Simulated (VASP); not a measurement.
# Si3F2 (Fmmm) in VASP: notebook, part 2 of 2

VASP 6.6.1. Earlier steps stand in the parts before.

**4. Single point, PBE**

This run uses another cell than the first one, of 20.14 Å³/atom.

Input file INCAR:

```
SYSTEM = Si3F2
  PREC = Accurate
  ENCUT = 520
  EDIFF = 1E-7
  ISMEAR = 0
  SIGMA = 0.1
  LREAL = .FALSE.
  LASPH = .TRUE.
  NELM = 100
  ALGO = Normal
  ISIF = 2
  LWAVE = .FALSE.
  LCHARG = .TRUE.
  GGA = PE
  LELF = .TRUE.
  LVHAR = .TRUE.
  NBANDS = 21
```

Input file KPOINTS:

```
regular mesh
0
G
  10 10 10
  0 0 0
```

Input file POSCAR:

```
Si3F2
1.0
    0.0000000000      3.8503466449      5.8473454783
    2.2359872772      0.0000000000      5.8473454783
    2.2359872772      3.8503466449      0.0000000000
Si F
3 2
Direct
    0.0000000000      0.0000000000      0.0000000000
    0.3333053852      0.6666946148      0.3333053852
    0.6666946148      0.3333053852      0.6666946148
    0.8547767864      0.8547767864      0.1452232136
    0.1452232136      0.1452232136      0.8547767864
```

Potentials or basis: VASP PAW PBE potentials, release 64 (Si, F).

Started as:

```console
cat potpaw_PBE.64/Si/POTCAR potpaw_PBE.64/F/POTCAR > POTCAR
mpirun -np 1 vasp_std > vasp.out
```

OUTCAR:

```text
SYSTEM = Si3F2
   PREC = Accurate
   ENCUT = 520
   EDIFF = 1E-7
   ISMEAR = 0
   LREAL = .FALSE.
   LASPH = .TRUE.
   NELM = 100
   ISIF = 2
   GGA = PE

 ion  position               nearest neighbor table
   1  0.000  0.000  0.000-   4 1.70   5 1.70   2 2.57   3 2.57   3 2.58   3 2.58   2 2.58   2 2.58

   2  0.333  0.667  0.333-   1 2.57   3 2.57   3 2.58   3 2.58   1 2.58   1 2.58
   3  0.667  0.333  0.667-   1 2.57   2 2.57   2 2.58   2 2.58   1 2.58   1 2.58
   4  0.855  0.855  0.145-   1 1.70
   5  0.145  0.145  0.855-   1 1.70

  LATTYP: Found a face centered orthorhombic cell.
 ALAT       =     4.4719745544
 B/A-ratio  =     1.7219895141
 C/A-ratio  =     2.6151067754

  Lattice vectors:

 A1 = (   0.0000000000,   3.8503466449,   5.8473454783)
 A2 = (   2.2359872772,   0.0000000000,   5.8473454783)
 A3 = (   2.2359872772,   3.8503466449,   0.0000000000)

Analysis of symmetry for initial positions (statically):
=====================================================================
 Subroutine PRICEL returns:
[... 177 lines left out ...]

 E-fermi :   2.2728     XC(G=0):  -8.0403

 val. band max:        2.2724818015   @ k =   0.3000   0.1000   0.2000
 cond. band min:       2.2748470056   @ k =  -0.3000   0.0000   0.2000
 fundamental gap:      0.0023652041
 Fermi energy:         2.2728404566

 k-point     1 :       0.0000    0.0000    0.0000
  band No.  band energies     occupation
      1     -21.7798      2.00000
      2     -21.5898      2.00000
      3      -9.4344      2.00000
      4      -4.4010      2.00000
      5      -4.1454      2.00000
      6      -3.3644      2.00000
[... 565 lines left out ...]
     20      10.0120      0.00000
     21      11.2884      0.00000

 [... further k-points ...]

------------------------ aborting loop because EDIFF is reached ----------------------------------------

  FORCE on cell =-STRESS in cart. coord.  units (eV):
  Direction    XX          YY          ZZ          XY          YZ          ZX
  --------------------------------------------------------------------------------------
  -------------------------------------------------------------------------------------
  Total       -0.1197412     -0.1158977      0.4420164      0.0000000      0.0000000      0.0000000
  in kB       -1.9054439     -1.8442825      7.0338165      0.0000000      0.0000000      0.0000000
  external PRESSURE =       1.0946967 kB  Pullay stress =       0.0000000 kB

 VOLUME and BASIS-vectors are now :
 -----------------------------------------------------------------------------
  energy-cutoff  :      520.00
  volume of cell :      100.68
      direct lattice vectors                 reciprocal lattice vectors
     0.000000000  3.850346645  5.847345478    -0.223614868  0.129858438  0.085508886
     2.235987277  0.000000000  5.847345478     0.223614868 -0.129858438  0.085508886
     2.235987277  3.850346645  0.000000000     0.223614868  0.129858438 -0.085508886

 POSITION                                       TOTAL-FORCE (eV/Angst)
 -----------------------------------------------------------------------------------
      0.00000      0.00000      0.00000        -0.000000     -0.000000     -0.000000
      2.23599      2.56668      5.84735         0.000000      0.000682     -0.000000
      2.23599      5.13401      5.84735         0.000000     -0.000682     -0.000000
      2.23599      3.85035      9.99635         0.000000     -0.000000     -0.154175
      2.23599      3.85035      1.69834         0.000000     -0.000000      0.154175
 -----------------------------------------------------------------------------------
    total drift:                               -0.000000     -0.000000      0.000000

  FREE ENERGIE OF THE ION-ELECTRON SYSTEM (eV)
  ---------------------------------------------------
  free  energy   TOTEN  =       -23.2462434304 eV

  energy  without entropy=      -23.2297166993  energy(sigma->0) =      -23.23798006
```

OSZICAR:

```text
N       E                     dE             d eps       ncg     rms          rms(c)
DAV:   1     0.125111823542E+03    0.12511E+03   -0.11927E+04  7182   0.104E+03
DAV:   2    -0.149389969021E+02   -0.14005E+03   -0.13487E+03  9192   0.226E+02
DAV:   3    -0.246701162108E+02   -0.97311E+01   -0.96532E+01  8783   0.607E+01
DAV:   4    -0.247778094038E+02   -0.10769E+00   -0.10764E+00  8780   0.718E+00
DAV:   5    -0.247793478918E+02   -0.15385E-02   -0.15383E-02  9127   0.825E-01    0.935E+00
DAV:   6    -0.233062299900E+02    0.14731E+01   -0.60776E+00  8292   0.209E+01    0.500E+00
DAV:   7    -0.232723624558E+02    0.33868E-01   -0.60063E-01  7902   0.510E+00    0.215E+00
DAV:   8    -0.232473897964E+02    0.24973E-01   -0.80955E-02  8797   0.220E+00    0.524E-01
DAV:   9    -0.232451758539E+02    0.22139E-02   -0.18173E-02  9003   0.107E+00    0.183E-01
DAV:  10    -0.232460417594E+02   -0.86591E-03   -0.28810E-03  8401   0.339E-01    0.990E-02
DAV:  11    -0.232462120083E+02   -0.17025E-03   -0.19334E-04  8374   0.913E-02    0.364E-02
DAV:  12    -0.232462437582E+02   -0.31750E-04   -0.48319E-05  8097   0.477E-02    0.125E-02
DAV:  13    -0.232462438320E+02   -0.73822E-07   -0.11739E-05  8915   0.235E-02    0.731E-03
DAV:  14    -0.232462436714E+02    0.16062E-06   -0.72949E-06  8132   0.196E-02    0.328E-03
DAV:  15    -0.232462434502E+02    0.22116E-06   -0.10791E-06  8535   0.834E-03    0.539E-04
DAV:  16    -0.232462434304E+02    0.19835E-07   -0.95240E-08  6070   0.204E-03
   1 F= -.23246243E+02 E0= -.23237980E+02  d E =-.165267E-01
```

stdout:

```text
POSCAR found type information on POSCAR SiF
 POSCAR found :  2 types and       5 ions
 scaLAPACK will be used
 LDA part: xc-table for (Slater+PW92), standard interpolation
 POSCAR, INCAR and KPOINTS ok, starting setup
 FFT: planning ... GRIDC
 FFT: planning ... GRID_SOFT
 FFT: planning ... GRID
 WAVECAR not read
 entering main loop
```

Run time: 5.1 min. Hardware: 1 thread of Intel Xeon 6975P-C (Granite Rapids), shared host; peak memory 0.46 GiB.

What came out:

- Free energy: -23.2462 eV
- Pressure: 0.1 GPa
- Largest force: 0.154 eV/Å
- Band gap on the k mesh: zero (bands 13 and 14 overlap by 1.67 eV)

Forces on the atoms (eV/Å):
```
Si   0.000  0.000  0.000
Si   0.000  0.001  0.000
Si   0.000 -0.001  0.000
F    0.000  0.000 -0.154
F    0.000  0.000  0.154
```

Levels at points of the mesh, in eV from the Fermi level:
| k point | band 11 | band 12 | band 13 | band 14 | band 15 | band 16 |
| --- | --- | --- | --- | --- | --- | --- |
| (0.00, 0.00, 0.00) | -2.73 | -2.08 | -1.51 | -1.17 | -1.13 | 1.52 |
| (0.50, 0.00, 0.00) | -3.01 | -2.28 | 0.21 | 0.90 | 3.97 | 4.00 |
| (0.50, 0.50, 0.00) | -2.73 | -2.08 | -1.85 | -1.20 | -1.15 | 1.45 |
| (0.50, 0.00, 0.50) | -2.97 | -2.35 | 0.24 | 0.99 | 3.81 | 4.03 |
| (0.00, 0.50, 0.50) | -3.06 | -2.31 | 0.21 | 0.82 | 4.02 | 4.15 |

**5. Overview**

```csv
task,cell,k mesh,cutoff (eV),gap on the mesh (eV),pressure (GPa),largest force (eV/Å)
single point,"a = 6.531, b = 4.317, c = 6.034 Å, angles 76.2, 39.9, 63.8°, 5 atoms, atomic positions A",4 × 4 × 4,520,none,0.2,0.20
relaxation of cell and atoms,"relaxed from a = 5.126, b = 4.840, c = 4.808 Å, angles 64.2, 58.2, 57.6°, 5 atoms, atomic positions B",4 × 4 × 4,600,none,0.0,0.03
single point,"a = 7.001, b = 6.260, c = 4.453 Å, angles 79.7, 61.6, 38.7°, 5 atoms, atomic positions C",10 × 10 × 10,520,none,0.1,0.15
```

Alike in all rows: level PBE; potentials or basis VASP PAW PBE potentials, release 64 (Si, F); no spin polarisation; smearing gaussian 0.1 eV.

Caveats: some runs use coarse meshes.

Absolute energies hang on the potentials; compare differences alone.
